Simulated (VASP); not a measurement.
# GaN (F-43m) in VASP: a series of runs

Runs on GaN. Level: PBEsol. Tasks: single point.

Everything below comes from runs of VASP 6.6.1. Logs are shortened: lines on timing, memory, paths and dates and some standing lists are left out, and cuts for length are marked.

## 1. The cell of the first run

It takes space group F-43m (No. 216, cubic). The conventional cell has a = 4.461 Å, b = 4.461 Å, c = 4.461 Å, α = 90.00°, β = 90.00°, γ = 90.00°. Within 2.6 Å of Ga (site symmetry -43m) lie 4 N at 1.93 Å. N (site symmetry -43m) has 4 Ga at 1.93 Å within 2.6 Å.

## 2. Single point, PBEsol

The input, INCAR:

```
PREC = Accurate
ENCUT = 520
EDIFF = 1E-7
ISMEAR = 0
SIGMA = 0.01
LREAL = False
LASPH = True
NELM = 80
ALGO = Normal
ISIF = 2
LWAVE = False
LCHARG = False
GGA = PS
NBANDS = 16
```

The input, KPOINTS:

```
Automatic mesh
0
Gamma
  10 10 10
```

The input, POSCAR:

```
GaN
1.0
    0.0000000000      2.2302885187      2.2302885187
    2.2302885187      0.0000000000      2.2302885187
    2.2302885187      2.2302885187      0.0000000000
Ga N
1 1
Direct
    0.0000000000      0.0000000000      0.0000000000
    0.7500000000      0.7500000000      0.7500000000
```

Potentials or basis: VASP PAW PBE potentials, release 64 (Ga_d, N).

Launch:

```bash
> cat potpaw_PBE.64/Ga_d/POTCAR potpaw_PBE.64/N/POTCAR > POTCAR
> mpirun -np 1 vasp_std > vasp.out
```

OUTCAR:

```text
PREC = Accurate
   ENCUT = 520
   EDIFF = 1E-7
   ISMEAR = 0
   LREAL = False
   LASPH = True
   NELM = 80
   ISIF = 2
   GGA = PS

 ion  position               nearest neighbor table
   1  0.000  0.000  0.000-   2 1.93   2 1.93   2 1.93   2 1.93
   2  0.750  0.750  0.750-   1 1.93   1 1.93   1 1.93   1 1.93

  LATTYP: Found a face centered cubic cell.
 ALAT       =     4.4605770374

  Lattice vectors:

 A1 = (   0.0000000000,   2.2302885187,   2.2302885187)
 A2 = (   2.2302885187,   0.0000000000,   2.2302885187)
 A3 = (   2.2302885187,   2.2302885187,   0.0000000000)

Analysis of symmetry for initial positions (statically):
=====================================================================
 Subroutine PRICEL returns:
 Original cell was already a primitive cell.

 Routine SETGRP: Setting up the symmetry group for a
 face centered cubic supercell.

 Subroutine GETGRP returns: Found 24 space group operations
 (whereof 24 operations were pure point group operations)
 out of a pool of 48 trial point group operations.

The static configuration has the point symmetry T_d .

Analysis of symmetry for dynamics (positions and initial velocities):
=====================================================================
 Subroutine PRICEL returns:
 Original cell was already a primitive cell.

 Routine SETGRP: Setting up the symmetry group for a
 face centered cubic supercell.

 Subroutine GETGRP returns: Found 24 space group operations
 (whereof 24 operations were pure point group operations)
 out of a pool of 48 trial point group operations.

The dynamic configuration has the point symmetry T_d .

 Subroutine INISYM returns: Found 24 space group operations
 (whereof 24 operations are pure point group operations),
 and found     1 'primitive' translations

----------------------------------------------------------------------------------------

                                     Primitive cell

  volume of cell :      22.1877

  direct lattice vectors                    reciprocal lattice vectors
     0.000000000  2.230288519  2.230288519    -0.224186241  0.224186241  0.224186241
     2.230288519  0.000000000  2.230288519     0.224186241 -0.224186241  0.224186241
     2.230288519  2.230288519  0.000000000     0.224186241  0.224186241 -0.224186241

  length of vectors
     3.154104271  3.154104271  3.154104271     0.388301960  0.388301960  0.388301960

  position of ions in fractional coordinates (direct lattice)
     0.000000000  0.000000000  0.000000000
     0.750000000  0.750000000  0.750000000

  ion indices of the primitive-cell ions
   primitive index   ion index
                 1           1
                 2           2

----------------------------------------------------------------------------------------

 KPOINTS: Automatic mesh

Automatic generation of k-mesh.
 Grid dimensions read from file:
 generate k-points for:   10   10   10

 Generating k-lattice:

  Cartesian coordinates                     Fractional coordinates (reciprocal lattice)
    -0.022418624  0.022418624  0.022418624     0.100000000  0.000000000  0.000000000
     0.022418624 -0.022418624  0.022418624     0.000000000  0.100000000  0.000000000
     0.022418624  0.022418624 -0.022418624     0.000000000  0.000000000  0.100000000

  Length of vectors
     0.038830196  0.038830196  0.038830196

  Shift w.r.t. Gamma in fractional coordinates (k-lattice)
     0.000000000  0.000000000  0.000000000

 Subroutine IBZKPT returns following result:
 ===========================================

 Found     47 irreducible k-points:

 Following reciprocal coordinates:
            Coordinates               Weight
  0.000000  0.000000  0.000000      1.000000
  0.100000  0.000000  0.000000      8.000000
  0.200000  0.000000  0.000000      8.000000
  0.300000  0.000000  0.000000      8.000000
  0.400000  0.000000  0.000000      8.000000
  0.500000  0.000000  0.000000      4.000000
[... 16 lines left out ...]
  0.300000  0.300000  0.000000      6.000000
  0.400000  0.300000  0.000000     24.000000
 [... further k-points ...]
   k-points           NKPTS =     47   k-points in BZ     NKDIM =     47   number of bands    NBANDS=     16
   number of dos      NEDOS =    301   number of ions     NIONS =      2
   total plane-waves  NPLWV =  13824
   dimension x,y,z NGX =    24 NGY =   24 NGZ =   24
   dimension x,y,z NGXF=    48 NGYF=   48 NGZF=   48
   ions per type =               1   1
   NGX,Y,Z   is equivalent  to a cutoff of  12.65, 12.65, 12.65 a.u.
   NGXF,Y,Z  is equivalent  to a cutoff of  25.30, 25.30, 25.30 a.u.
 SYSTEM =  unknown system
   PREC   = accura    normal or accurate (medium, high low for compatibility)
   ISTART =      0    job   : 0-new  1-cont  2-samecut
   ICHARG =      2    charge: 1-file 2-atom 10-const
   ISPIN  =      1    spin polarized calculation?
   LNONCOLLINEAR =      F non collinear calculations
   LSORBIT =      F    spin-orbit coupling
   LASPH  =      T    aspherical Exc in radial PAW
   ENCUT  =  520.0 eV  38.22 Ry    6.18 a.u.   5.86  5.86  5.86*2*pi/ulx,y,z
   NELM   =     80;   NELMIN=  2; NELMDL= -5     # of ELM steps
   EDIFF  = 0.1E-06   stopping-criterion for ELM
   LREAL  =      F    real-space projection
   EDIFFG = 0.1E-05   stopping-criterion for IOM
   NSW    =      0    number of steps for IOM
   IBRION =     -1    ionic relax: 0-MD 1-quasi-New 2-CG
   NFREE  =      0    steps in history (QN), initial steepest desc. (CG)
   ISIF   =      2    stress and relaxation
   ISYM   =      2    0-nonsym 1-usesym 2-fastsym
   POTIM  = 0.5000    time-step for ionic-motion
   TEBEG  =    0.0;   TEEND  =   0.0 temperature during run
   PSTRESS=    0.0 pullay stress
   NELECT =      18.0000    total number of electrons
   NUPDOWN=      -1.0000    fix difference up-down
   EMIN   =  10.00;   EMAX   =-10.00  energy-range for DOS
   EFERMI =   0.00;   METHOD = LEGACY
   ISMEAR =     0;   SIGMA  =   0.01  broadening in eV -4-tet -1-fermi 0-gaus
   EFERMI_NEDOS =   21; number of points for ismear=-14 and -15
   IALGO  =     38    algorithm
   IMIX   =      4    mixing-type and parameters
     AMIX     =   0.40;   BMIX     =  1.00
     AMIX_MAG =   1.60;   BMIX_MAG =  1.00
  volume/ion in A,a.u.               =      11.09        74.87
  Fermi-wavevector in a.u.,A,eV,Ry     =   1.526844  2.885316 31.718610  2.331252
  Thomas-Fermi vector in A             =   2.634822
   LORBIT       =      0    0 simple, 1 ext, 2 COOP (PROOUT), +10 PAW based schemes
   GGA     = PS    functional components
   LHFCALC =     F    Hartree Fock is set to
   AEXX    =    0.0000 exact exchange contribution
   IVDW    =     0    specifies the selected vdW correction
   LEPSILON=     F    determine dielectric tensor
   LRPA    =     F    only Hartree local field effects (RPA)
 non-spin polarized calculation
 Gauss-broadening in eV      SIGMA  =   0.01
  energy-cutoff  :      520.00
  volume of cell :       22.19
 maximum number of plane-waves:       610
   NGX = 11   NGY = 11   NGZ = 11

 number of electron      18.0000016 magnetization

 Free energy of the ion-electron system (eV)
  ---------------------------------------------------
  ext. energy  EPLUGINS =         0.00000000
  ---------------------------------------------------
  free energy    TOTEN  =       -13.11437848 eV

  energy without entropy =      -13.11437848  energy(sigma->0) =      -13.11437848

 E-fermi :   5.6123     XC(G=0): -12.0697

 val. band max:        5.4941462551   @ k =   0.0000   0.0000   0.0000
 cond. band min:       7.3756929983   @ k =   0.0000   0.0000   0.0000
 fundamental gap:      1.8815467432
 Fermi energy:         5.6122565564

 k-point     1 :       0.0000    0.0000    0.0000
  band No.  band energies     occupation
      1     -10.7112      2.00000
      2      -7.9415      2.00000
      3      -7.9415      2.00000
      4      -7.9415      2.00000
      5      -7.5833      2.00000
      6      -7.5833      2.00000
[... 8 lines left out ...]
     15      24.4217      0.00000
     16      24.4217      0.00000

 k-point     2 :       0.1000    0.0000    0.0000
  band No.  band energies     occupation
      1     -10.5911      2.00000
      2      -7.9264      2.00000
      3      -7.9264      2.00000
      4      -7.9062      2.00000
      5      -7.5849      2.00000
      6      -7.5849      2.00000
[... 8 lines left out ...]
     15      23.1254      0.00000
     16      23.1254      0.00000

 k-point     3 :       0.2000    0.0000    0.0000
  band No.  band energies     occupation
      1     -10.2835      2.00000
      2      -7.8913      2.00000
      3      -7.8913      2.00000
      4      -7.7534      2.00000
      5      -7.5838      2.00000
      6      -7.5838      2.00000
[... 8 lines left out ...]
     15      22.3517      0.00000
     16      22.3517      0.00000

 k-point     4 :       0.3000    0.0000    0.0000
  band No.  band energies     occupation
      1      -9.9434      2.00000
      2      -7.8602      2.00000
      3      -7.8602      2.00000
      4      -7.5689      2.00000
      5      -7.5689      2.00000
      6      -7.3630      2.00000
[... 8 lines left out ...]
     15      22.8768      0.00000
     16      22.8768      0.00000
[... 324 lines left out ...]
 k-point    22 :      -0.2000    0.2000    0.0000
  band No.  band energies     occupation
      1      -9.8386      2.00000
      2      -7.8431      2.00000
      3      -7.8257      2.00000
      4      -7.6088      2.00000
      5      -7.6067      2.00000
      6      -7.1747      2.00000
[... 8 lines left out ...]
     15      23.0457      0.00000
     16      26.2798      0.00000

 k-point    23 :       0.3000    0.3000    0.0000
  band No.  band energies     occupation
      1      -9.7377      2.00000
      2      -7.7904      2.00000
      3      -7.7306      2.00000
      4      -7.7306      2.00000
      5      -7.5277      2.00000
      6      -7.1714      2.00000
[... 8 lines left out ...]
     15      27.7542      0.00000
     16      28.3573      0.00000

 k-point    24 :       0.4000    0.3000    0.0000
  band No.  band energies     occupation
      1      -9.5946      2.00000
      2      -7.8072      2.00000
      3      -7.6930      2.00000
      4      -7.6916      2.00000
      5      -7.5165      2.00000
      6      -6.7062      2.00000
[... 8 lines left out ...]
     15      28.1670      0.00000
     16      28.1981      0.00000

 [... further k-points ...]

------------------------ aborting loop because EDIFF is reached ----------------------------------------

  FORCE on cell =-STRESS in cart. coord.  units (eV):
  Direction    XX          YY          ZZ          XY          YZ          ZX
  --------------------------------------------------------------------------------------
  -------------------------------------------------------------------------------------
  Total        0.6582097      0.6582097      0.6582097     -0.0000000      0.0000000     -0.0000000
  in kB       47.5293355     47.5293355     47.5293355     -0.0000000      0.0000000     -0.0000000
  external PRESSURE =      47.5293355 kB  Pullay stress =       0.0000000 kB

 VOLUME and BASIS-vectors are now :
 -----------------------------------------------------------------------------
  energy-cutoff  :      520.00
  volume of cell :       22.19
      direct lattice vectors                 reciprocal lattice vectors
     0.000000000  2.230288519  2.230288519    -0.224186241  0.224186241  0.224186241
     2.230288519  0.000000000  2.230288519     0.224186241 -0.224186241  0.224186241
     2.230288519  2.230288519  0.000000000     0.224186241  0.224186241 -0.224186241

 POSITION                                       TOTAL-FORCE (eV/Angst)
 -----------------------------------------------------------------------------------
      0.00000      0.00000      0.00000         0.000000      0.000000      0.000000
      3.34543      3.34543      3.34543        -0.000000     -0.000000     -0.000000
 -----------------------------------------------------------------------------------
    total drift:                               -0.000001     -0.000001     -0.000001

  FREE ENERGIE OF THE ION-ELECTRON SYSTEM (eV)
  ---------------------------------------------------
  free  energy   TOTEN  =       -13.1143784773 eV

  energy  without entropy=      -13.1143784773  energy(sigma->0) =      -13.11437848
```

Run time: 5.9 s. Hardware: 1 thread of Intel Xeon 6975P-C (Granite Rapids), shared host; peak memory 0.14 GiB.

Results:

* Free energy: -13.1144 eV
* Pressure: 4.8 GPa
* Band gap on the k mesh: 1.88 eV, direct

Levels at points of the mesh, in eV from the valence-band top:
```tsv
k point	band 5	band 6	band 7	band 8	band 9	band 10	band 11	band 12	band 13	band 14
(0.00, 0.00, 0.00)	-13.08	-13.08	0.00	0.00	0.00	1.88	10.40	10.40	10.40	17.80
(0.50, 0.00, 0.00)	-13.03	-11.83	-7.32	-1.02	-1.02	4.77	8.79	10.42	10.42	15.70
(0.50, 0.50, 0.00)	-12.99	-11.40	-6.31	-2.85	-2.85	3.23	6.74	11.80	14.21	14.21
```

Caveat: the PAW data sets were made with another functional, which shifts forces and pressure a little.

## 3. Single point, PBEsol (volume scaled by 0.98)

The input, INCAR:

```
PREC     = Accurate       # precision mode
ENCUT    = 520            # plane-wave cutoff, eV
EDIFF    = 1E-6           # SCF threshold, eV
ISMEAR   = 0              # smearing method
SIGMA    = 0.01           # smearing width, eV
LREAL    = False          # projectors in reciprocal space
LASPH    = True           # aspherical terms in the spheres
NELM     = 60             # most SCF steps
ALGO     = Normal         # electronic algorithm
ISIF     = 2              # what is computed and relaxed
LWAVE    = False          # write WAVECAR
LCHARG   = True           # write CHGCAR
GGA      = PS             # functional
LELF     = True           # ELF
LVHAR    = True         
NBANDS   = 16             # bands
```

The input, KPOINTS:

```
regular mesh
0
Gamma
  10 10 10
```

The input, POSCAR:

```
GaN
1.0
    0.0000000000      2.2339741476      2.2339741476
    2.2339741476      0.0000000000      2.2339741476
    2.2339741476      2.2339741476      0.0000000000
Ga N
1 1
Direct
    0.0000000000      0.0000000000      0.0000000000
    0.7500000000      0.7500000000      0.7500000000
```

Potentials or basis: VASP PAW PBE potentials, release 64 (Ga_d, N).

Launch:

```bash
> cat potpaw_PBE.64/Ga_d/POTCAR potpaw_PBE.64/N/POTCAR > POTCAR
> mpirun -np 1 vasp_std > vasp.out
```

Run time: 5.9 s. Hardware: 1 thread of Intel Xeon 6975P-C (Granite Rapids), shared host; peak memory 0.14 GiB.

The run converged. Its results:

```
Free energy            : -13.1174 eV
Pressure               : 3.7 GPa
Band gap on the k mesh : 1.85 eV, direct
```

Levels at points of the mesh, in eV from the valence-band top:
| k point | band 7 | band 8 | band 9 | band 10 | band 11 | band 12 |
| --- | --- | --- | --- | --- | --- | --- |
| (0.00, 0.00, 0.00) | 0.00 | 0.00 | 0.00 | 1.85 | 10.37 | 10.37 |
| (0.50, 0.00, 0.00) | -7.29 | -1.01 | -1.01 | 4.74 | 8.76 | 10.40 |
| (0.50, 0.50, 0.00) | -6.29 | -2.83 | -2.83 | 3.23 | 6.71 | 11.76 |

Caveat: the cell differs from its parent crystal (volume scaled by 0.98); the PAW data sets were made with another functional, which shifts forces and pressure a little.

## 4. Single point, PBEsol

This run uses another cell than the first one, of 11.38 Å³/atom, 1.025 times its volume.

The input, INCAR:

```
PREC = Accurate ; ENCUT = 520
EDIFF = 1E-6 ; ISMEAR = 0
SIGMA = 0.02 ; LREAL = False
LASPH = True ; NELM = 80
ALGO = Normal ; ISIF = 2
LWAVE = False ; LCHARG = False
GGA = PS ; NBANDS = 16
```

KPOINTS is that of step 3.

The input, POSCAR:

```
GaN
1.0
    0.0000000000      2.2490690254      2.2490690254
    2.2490690254      0.0000000000      2.2490690254
    2.2490690254      2.2490690254      0.0000000000
Ga N
1 1
Direct
    0.0000000000      0.0000000000      0.0000000000
    0.7500000000      0.7500000000      0.7500000000
```

Launch:

```bash
> cat potpaw_PBE.64/Ga_d/POTCAR potpaw_PBE.64/N/POTCAR > POTCAR
> mpirun -np 1 vasp_std > vasp.out
```

Run time: 5.9 s. Hardware: 1 thread of Intel Xeon 6975P-C (Granite Rapids), shared host; peak memory 0.14 GiB.

The run converged. Its results:

```
Free energy            : -13.1225 eV
Pressure               : -0.2 GPa
Band gap on the k mesh : 1.72 eV, direct
```

Levels at points of the mesh, in eV from the valence-band top:
```csv
k point,band 5,band 6,band 7,band 8,band 9,band 10,band 11,band 12,band 13,band 14
"(0.00, 0.00, 0.00)",-13.08,-13.08,0.00,0.00,0.00,1.72,10.24,10.24,10.24,17.46
"(0.50, 0.00, 0.00)",-13.03,-11.83,-7.15,-0.99,-0.99,4.60,8.66,10.29,10.29,15.49
"(0.50, 0.50, 0.00)",-13.00,-11.40,-6.20,-2.75,-2.75,3.23,6.60,11.62,13.94,13.94
```

Caveat: the PAW data sets were made with another functional, which shifts forces and pressure a little.

## 5. Summary

```tsv
cell	smearing	gap on the mesh (eV)	pressure (GPa)
a = 3.154 Å, angles 60.0°, 2 atoms	gaussian 0.01 eV	1.88	4.8
a = 3.159 Å, angles 60.0°, 2 atoms	gaussian 0.01 eV	1.85	3.7
a = 3.181 Å, angles 60.0°, 2 atoms	gaussian 0.02 eV	1.72	-0.2
```

Alike in all rows: task single point; level PBEsol; potentials or basis VASP PAW PBE potentials, release 64 (Ga_d, N); no spin polarisation; k mesh 10 × 10 × 10; cutoff (eV) 520.

Caveats: the PAW data sets were made with another functional, which shifts forces and pressure a little.

Total energies depend on the potentials used, so only differences within one code and one set of settings carry meaning.
